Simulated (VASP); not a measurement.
# RbAl2O3 (P6/mmm) in VASP: notebook

RbAl2O3 is run at these levels: PBE; tasks: single point, relaxation of cell and atoms.

Everything below comes from runs of VASP 6.6.1. Logs are shortened: lines on timing, memory, paths and dates and some standing lists are left out, and cuts for length are marked.

### 1 The cell of the first run

It takes space group P6/mmm (No. 191, hexagonal). Conventional cell: a = 5.531 Å, b = 5.531 Å, c = 2.782 Å, α = 90.00°, β = 90.00°, γ = 120.00°. Rb (site symmetry 6/mmm) has 2 Rb at 2.78 Å and 12 O at 3.10 Å and 6 Al at 3.19 Å within 3.7 Å. Al (site symmetry -6m2) has 6 O at 2.12 Å and 2 Al at 2.78 Å within 2.8 Å. O (site symmetry mmm) has 4 Al at 2.12 Å and 6 O at 2.77 to 2.78 Å within 2.8 Å.

The cell was built from a structure type or drawn by symmetry, and may not be a known phase.

### 2 Single point, PBE

Input file INCAR:

```
ALGO = Normal
EDIFF = 1E-6
ENCUT = 600
GGA = PE
GGA_COMPAT = F
ISIF = 2
ISMEAR = 0
LASPH = T
LCHARG = F
LREAL = F
LWAVE = F
NBANDS = 26
NELM = 120
PREC = Accurate
SIGMA = 0.1
```

Input file KPOINTS:

```
k-points
0
Gamma
  6 6 8
```

Input file POSCAR:

```
RbAl2O3
1.0
    5.5312707241     -0.0000000034      0.0000000000
   -2.7656353591      4.7902209640      0.0000000000
    0.0000000000      0.0000000000      2.7815902910
Rb Al O
1 2 3
Direct
    0.0000000000      0.0000000000      0.5000000000
    0.3333333333      0.6666666667      0.5000000000
    0.6666666667      0.3333333333      0.5000000000
    0.5000000000      0.5000000000      0.0000000000
    0.0000000000      0.5000000000      0.0000000000
    0.5000000000      0.0000000000      0.0000000000
```

Potentials or basis: VASP PAW PBE potentials, release 64 (Rb_sv, Al, O).

Run with:

```console
$ cat potpaw_PBE.64/Rb_sv/POTCAR potpaw_PBE.64/Al/POTCAR potpaw_PBE.64/O/POTCAR > POTCAR
$ mpirun -np 1 vasp_std > vasp.out
```

OUTCAR:

```text
EDIFF = 1E-6
   ENCUT = 600
   GGA = PE
   ISIF = 2
   ISMEAR = 0
   LASPH = T
   LREAL = F
   NELM = 120
   PREC = Accurate

 ion  position               nearest neighbor table
   1  0.000  0.000  0.500-   6 3.10   6 3.10   6 3.10   6 3.10   5 3.10   5 3.10   5 3.10   5 3.10
                             4 3.10   4 3.10   4 3.10   4 3.10   2 3.19   3 3.19   3 3.19   2 3.19
   2  0.333  0.667  0.500-   5 2.12   5 2.12   6 2.12   6 2.12   4 2.12   4 2.12   1 3.19   3 3.19
                             3 3.19   1 3.19   1 3.19   3 3.19   1 4.24   1 4.24   1 4.24   1 4.24
   3  0.667  0.333  0.500-   5 2.12   5 2.12   6 2.12   6 2.12   4 2.12   4 2.12   1 3.19   2 3.19
                             2 3.19   1 3.19   1 3.19   2 3.19   1 4.24   1 4.24   1 4.24   1 4.24
   4  0.500  0.500  0.000-   2 2.12   3 2.12   2 2.12   3 2.12   1 3.10   1 3.10   1 3.10   1 3.10

   5  0.000  0.500  0.000-   2 2.12   3 2.12   2 2.12   3 2.12   1 3.10   1 3.10   1 3.10   1 3.10

   6  0.500  0.000  0.000-   2 2.12   3 2.12   2 2.12   3 2.12   1 3.10   1 3.10   1 3.10   1 3.10

  LATTYP: Found a hexagonal cell.
 ALAT       =     5.5312707241
 C/A-ratio  =     0.5028844961

  Lattice vectors:

 A1 = (   5.5312707241,  -0.0000000034,   0.0000000000)
 A2 = (  -2.7656353591,   4.7902209640,   0.0000000000)
 A3 = (   0.0000000000,   0.0000000000,   2.7815902910)

Analysis of symmetry for initial positions (statically):
=====================================================================
 Subroutine PRICEL returns:
 Original cell was already a primitive cell.

 Routine SETGRP: Setting up the symmetry group for a
 hexagonal supercell.

 Subroutine GETGRP returns: Found 24 space group operations
 (whereof 24 operations were pure point group operations)
 out of a pool of 24 trial point group operations.

The static configuration has the point symmetry D_6h.

Analysis of symmetry for dynamics (positions and initial velocities):
=====================================================================
 Subroutine PRICEL returns:
 Original cell was already a primitive cell.

 Routine SETGRP: Setting up the symmetry group for a
 hexagonal supercell.

 Subroutine GETGRP returns: Found 24 space group operations
 (whereof 24 operations were pure point group operations)
 out of a pool of 24 trial point group operations.

The dynamic configuration has the point symmetry D_6h.

 Subroutine INISYM returns: Found 24 space group operations
 (whereof 24 operations are pure point group operations),
 and found     1 'primitive' translations

----------------------------------------------------------------------------------------

                                     Primitive cell

  volume of cell :      73.7010

  direct lattice vectors                    reciprocal lattice vectors
     5.531270724 -0.000000003  0.000000000     0.180790283  0.104379318  0.000000000
    -2.765635359  4.790220964  0.000000000     0.000000000  0.208758637  0.000000000
     0.000000000  0.000000000  2.781590291     0.000000000  0.000000000  0.359506576

  length of vectors
     5.531270724  5.531270724  2.781590291     0.208758637  0.208758637  0.359506576

  position of ions in fractional coordinates (direct lattice)
     0.000000000  0.000000000  0.500000000
     0.333333333  0.666666667  0.500000000
     0.666666667  0.333333333  0.500000000
     0.500000000  0.500000000  0.000000000
     0.000000000  0.500000000  0.000000000
     0.500000000  0.000000000  0.000000000

  ion indices of the primitive-cell ions
   primitive index   ion index
                 1           1
                 2           2
                 3           3
                 4           4
                 5           5
                 6           6

----------------------------------------------------------------------------------------

 KPOINTS: k-points

Automatic generation of k-mesh.
 Grid dimensions read from file:
 generate k-points for:    6    6    8

 Generating k-lattice:

  Cartesian coordinates                     Fractional coordinates (reciprocal lattice)
     0.030131714  0.017396553  0.000000000     0.166666667 -0.000000000  0.000000000
     0.000000000  0.034793106  0.000000000     0.000000000  0.166666667  0.000000000
     0.000000000  0.000000000  0.044938322     0.000000000  0.000000000  0.125000000

  Length of vectors
     0.034793106  0.034793106  0.044938322

  Shift w.r.t. Gamma in fractional coordinates (k-lattice)
     0.000000000  0.000000000  0.000000000

 Subroutine IBZKPT returns following result:
 ===========================================

 Found     35 irreducible k-points:

 Following reciprocal coordinates:
            Coordinates               Weight
  0.000000  0.000000  0.000000      1.000000
  0.166667 -0.000000  0.000000      6.000000
  0.333333 -0.000000  0.000000      6.000000
  0.500000 -0.000000  0.000000      3.000000
  0.166667  0.166667  0.000000      6.000000
  0.333333  0.166667  0.000000     12.000000
[... 16 lines left out ...]
  0.166667 -0.000000  0.375000     12.000000
  0.333333 -0.000000  0.375000     12.000000
 [... further k-points ...]
   k-points           NKPTS =     35   k-points in BZ     NKDIM =     35   number of bands    NBANDS=     26
   number of dos      NEDOS =    301   number of ions     NIONS =      6
   total plane-waves  NPLWV =  55296
   dimension x,y,z NGX =    48 NGY =   48 NGZ =   24
   dimension x,y,z NGXF=    96 NGYF=   96 NGZF=   48
   ions per type =               1   2   3
   NGX,Y,Z   is equivalent  to a cutoff of  14.43, 14.43, 14.34 a.u.
   NGXF,Y,Z  is equivalent  to a cutoff of  28.85, 28.85, 28.69 a.u.
 SYSTEM =  unknown system
   PREC   = accura    normal or accurate (medium, high low for compatibility)
   ISTART =      0    job   : 0-new  1-cont  2-samecut
   ICHARG =      2    charge: 1-file 2-atom 10-const
   ISPIN  =      1    spin polarized calculation?
   LNONCOLLINEAR =      F non collinear calculations
   LSORBIT =      F    spin-orbit coupling
   LASPH  =      T    aspherical Exc in radial PAW
   ENCUT  =  600.0 eV  44.10 Ry    6.64 a.u.  11.05 11.05  5.56*2*pi/ulx,y,z
   NELM   =    120;   NELMIN=  2; NELMDL= -5     # of ELM steps
   EDIFF  = 0.1E-05   stopping-criterion for ELM
   LREAL  =      F    real-space projection
   EDIFFG = 0.1E-04   stopping-criterion for IOM
   NSW    =      0    number of steps for IOM
   IBRION =     -1    ionic relax: 0-MD 1-quasi-New 2-CG
   NFREE  =      0    steps in history (QN), initial steepest desc. (CG)
   ISIF   =      2    stress and relaxation
   ISYM   =      2    0-nonsym 1-usesym 2-fastsym
   POTIM  = 0.5000    time-step for ionic-motion
   TEBEG  =    0.0;   TEEND  =   0.0 temperature during run
   PSTRESS=    0.0 pullay stress
   NELECT =      33.0000    total number of electrons
   NUPDOWN=      -1.0000    fix difference up-down
   EMIN   =  10.00;   EMAX   =-10.00  energy-range for DOS
   EFERMI =   0.00;   METHOD = LEGACY
   ISMEAR =     0;   SIGMA  =   0.10  broadening in eV -4-tet -1-fermi 0-gaus
   EFERMI_NEDOS =   21; number of points for ismear=-14 and -15
   IALGO  =     38    algorithm
   IMIX   =      4    mixing-type and parameters
     AMIX     =   0.40;   BMIX     =  1.00
     AMIX_MAG =   1.60;   BMIX_MAG =  1.00
  volume/ion in A,a.u.               =      12.28        82.89
  Fermi-wavevector in a.u.,A,eV,Ry     =   1.252434  2.366758 21.341984  1.568592
  Thomas-Fermi vector in A             =   2.386335
   LORBIT       =      0    0 simple, 1 ext, 2 COOP (PROOUT), +10 PAW based schemes
   GGA     = PE    functional components
   LHFCALC =     F    Hartree Fock is set to
   AEXX    =    0.0000 exact exchange contribution
   IVDW    =     0    specifies the selected vdW correction
   LEPSILON=     F    determine dielectric tensor
   LRPA    =     F    only Hartree local field effects (RPA)
 non-spin polarized calculation
 Gauss-broadening in eV      SIGMA  =   0.10
  energy-cutoff  :      600.00
  volume of cell :       73.70
 maximum number of plane-waves:      2484
 NGX is ok and might be reduce to    48
   NGX = 23   NGY = 23   NGZ = 11

 number of electron      33.0000005 magnetization

 Free energy of the ion-electron system (eV)
  ---------------------------------------------------
  ext. energy  EPLUGINS =         0.00000000
  ---------------------------------------------------
  free energy    TOTEN  =       -33.10254907 eV

  energy without entropy =      -33.09841879  energy(sigma->0) =      -33.10048393

 E-fermi :   8.7556     XC(G=0): -10.7262

 val. band max:        8.7110671740   @ k =   0.3333  -0.0000   0.3750
 cond. band min:       8.8098804633   @ k =   0.5000  -0.0000   0.0000
 fundamental gap:      0.0988132893
 Fermi energy:         8.7556327082

 k-point     1 :       0.0000    0.0000    0.0000
  band No.  band energies     occupation
      1     -22.0563      2.00000
      2     -13.6417      2.00000
      3     -12.4074      2.00000
      4     -12.4074      2.00000
      5      -6.3552      2.00000
      6      -6.3552      2.00000
[... 18 lines left out ...]
     25      16.3485      0.00000
     26      16.3485      0.00000

 k-point     2 :       0.1667   -0.0000    0.0000
  band No.  band energies     occupation
      1     -22.0545      2.00000
      2     -13.5965      2.00000
      3     -12.5072      2.00000
      4     -12.4157      2.00000
      5      -6.3138      2.00000
      6      -6.2586      2.00000
[... 18 lines left out ...]
     25      16.4948      0.00000
     26      16.7228      0.00000

 k-point     3 :       0.3333   -0.0000    0.0000
  band No.  band energies     occupation
      1     -22.0510      2.00000
      2     -13.4739      2.00000
      3     -12.7352      2.00000
      4     -12.4321      2.00000
      5      -6.2296      2.00000
      6      -6.0601      2.00000
[... 572 lines left out ...]
 k-point    23 :       0.1667   -0.0000    0.3750
  band No.  band energies     occupation
      1     -21.3087      2.00000
      2     -12.8654      2.00000
      3     -11.9222      2.00000
      4     -11.8494      2.00000
      5      -7.4450      2.00000
      6      -5.5459      2.00000
[... 18 lines left out ...]
     25      13.0745      0.00000
     26      16.7111      0.00000

 k-point    24 :       0.3333   -0.0000    0.3750
  band No.  band energies     occupation
      1     -21.3073      2.00000
      2     -12.7224      2.00000
      3     -12.1098      2.00000
      4     -11.8558      2.00000
      5      -7.4803      2.00000
      6      -5.5825      2.00000
[... 18 lines left out ...]
     25      13.8829      0.00000
     26      16.1097      0.00000

 [... further k-points ...]
[... 5 lines left out ...]
  --------------------------------------------------------------------------------------
  -------------------------------------------------------------------------------------
  Total       -0.0043686     -0.0043686      0.0042531     -0.0000000     -0.0000000      0.0000000
  in kB       -0.0949682     -0.0949682      0.0924582     -0.0000000     -0.0000000      0.0000000
  external PRESSURE =      -0.0324927 kB  Pullay stress =       0.0000000 kB

 VOLUME and BASIS-vectors are now :
 -----------------------------------------------------------------------------
  energy-cutoff  :      600.00
  volume of cell :       73.70
      direct lattice vectors                 reciprocal lattice vectors
     5.531270724 -0.000000003  0.000000000     0.180790283  0.104379318  0.000000000
    -2.765635359  4.790220964  0.000000000     0.000000000  0.208758637  0.000000000
     0.000000000  0.000000000  2.781590291     0.000000000  0.000000000  0.359506576

 POSITION                                       TOTAL-FORCE (eV/Angst)
 -----------------------------------------------------------------------------------
      0.00000      0.00000      1.39080        -0.000000      0.000000      0.000000
      0.00000      3.19348      1.39080         0.000000     -0.000000     -0.000000
      2.76564      1.59674      1.39080        -0.000000      0.000000      0.000000
      1.38282      2.39511      0.00000        -0.000000      0.000000      0.000000
     -1.38282      2.39511      0.00000        -0.000000      0.000000      0.000000
      2.76564     -0.00000      0.00000        -0.000000      0.000000      0.000000
 -----------------------------------------------------------------------------------
    total drift:                               -0.000000      0.000000      0.000000

  FREE ENERGIE OF THE ION-ELECTRON SYSTEM (eV)
  ---------------------------------------------------
  free  energy   TOTEN  =       -33.1025490695 eV

  energy  without entropy=      -33.0984187863  energy(sigma->0) =      -33.10048393
```

Run time: 33 s. Hardware: 1 thread of Intel Xeon 6975P-C (Granite Rapids), shared host; peak memory 0.26 GiB.

Results:

| Property | Result |
| --- | --- |
| Free energy | -33.1025 eV |
| Pressure | 0.0 GPa |
| Band gap on the k mesh | zero (an odd number of electrons rules out a gap without spin polarisation) |

Caveat: an odd number of electrons without spin polarisation forces a metal; a magnetic or distorted state may lie lower.

### 3 Relaxation of cell and atoms, PBE

This run uses another cell than the first one, of 8.05 Å³/atom.

Input file INCAR:

```
ALGO     = Normal         # electronic algorithm
EDIFF    = 1E-7           # SCF threshold, eV
EDIFFG   = -0.04          # ionic threshold
ENCUT    = 600            # plane-wave cutoff, eV
GGA      = PE             # functional
GGA_COMPAT= F            
IBRION   = 2              # ionic algorithm
ISIF     = 3              # what is computed and relaxed
ISMEAR   = 0              # smearing method
LASPH    = T              # aspherical terms in the spheres
LCHARG   = F              # write CHGCAR
LREAL    = F              # projectors in reciprocal space
LWAVE    = F              # write WAVECAR
NELM     = 120            # most SCF steps
NELMIN   = 4            
NSW      = 90             # ionic steps
PREC     = Accurate       # precision mode
SIGMA    = 0.1            # smearing width, eV
```

KPOINTS is that of step 2.

Input file POSCAR:

```
RbAl2O3
1.0
    4.7452861300      0.0000000000      0.0000000000
   -2.3726430600      4.1095383300      0.0000000000
    0.0000000000      0.0000000000      2.4760987800
Rb Al O
1 2 3
Direct
    0.0000000000      0.0000000000      0.5000000000
    0.3333333300      0.6666666700      0.5000000000
    0.6666666700      0.3333333300      0.5000000000
    0.5000000000      0.5000000000      0.0000000000
    0.0000000000      0.5000000000      0.0000000000
    0.5000000000      0.0000000000      0.0000000000
```

Potentials or basis: VASP PAW PBE potentials, release 64 (Rb_sv, Al, O).

Run with:

```console
$ cat potpaw_PBE.64/Rb_sv/POTCAR potpaw_PBE.64/Al/POTCAR potpaw_PBE.64/O/POTCAR > POTCAR
$ mpirun -np 1 vasp_std > vasp.out
```

Wall time 82 s (1 thread of Intel Xeon 6975P-C (Granite Rapids), shared host); peak memory 0.21 GiB.

The run converged. Its results:

```yaml
Free_energy: -33.0439 eV
Relaxed_volume: 12.20 Å³/atom
Relaxed_cell: a = 5.515 Å, b = 5.515 Å, c = 2.779 Å, α = 90.00°, β = 90.00°, γ = 120.00°
Space_group_after_relaxing_to_0.1_Å: P6/mmm (No. 191)
Energy_gained_by_relaxing: 909.4 meV/atom
Ionic_steps: 6
Pressure_after_relaxing: 0.0 GPa
Band_gap_on_the_k_mesh: zero (an odd number of electrons rules out a gap without spin polarisation)
```

The path:
```csv
step,energy change (eV),largest force (eV/Å),pressure (GPa),volume (Å³)
1,0.0000,0.0000,98.74,48.29
2,-3.7379,0.0000,-20.65,91.87
3,-5.2854,0.0000,1.22,71.49
4,-5.2858,0.0000,0.31,72.02
5,-5.4454,0.0000,0.09,73.48
6,-5.4564,0.0000,0.03,73.20
```

Final structure:
```
Rb Al O
1.0
     5.51524    0.00000    0.00000
    -2.75762    4.77633    0.00000
     0.00000    0.00000    2.77889
Rb Al O
1 2 3
Direct
  0.00000 0.00000 0.50000
  0.33333 0.66667 0.50000
  0.66667 0.33333 0.50000
  0.50000 0.50000 0.00000
  0.00000 0.50000 0.00000
  0.50000 0.00000 0.00000
```

Levels at points of the mesh, in eV from the Fermi level:
```
           k point  band 15  band 16  band 17  band 18  band 19  band 20
(0.00, 0.00, 0.00)    -5.37    -5.03    -2.80     0.31     0.31     1.59
(0.50, 0.00, 0.00)    -5.46    -5.38    -0.42     0.04     1.75     3.08
(0.00, 0.00, 0.50)    -5.20    -4.56    -1.40     2.67     2.67     3.16
(0.50, 0.00, 0.50)    -6.12    -4.85    -0.43     1.17     1.56     1.88
```

Caveat: the volume moved by over 15 % at a fixed basis, so the end points are rough; an odd number of electrons without spin polarisation forces a metal; a magnetic or distorted state may lie lower.
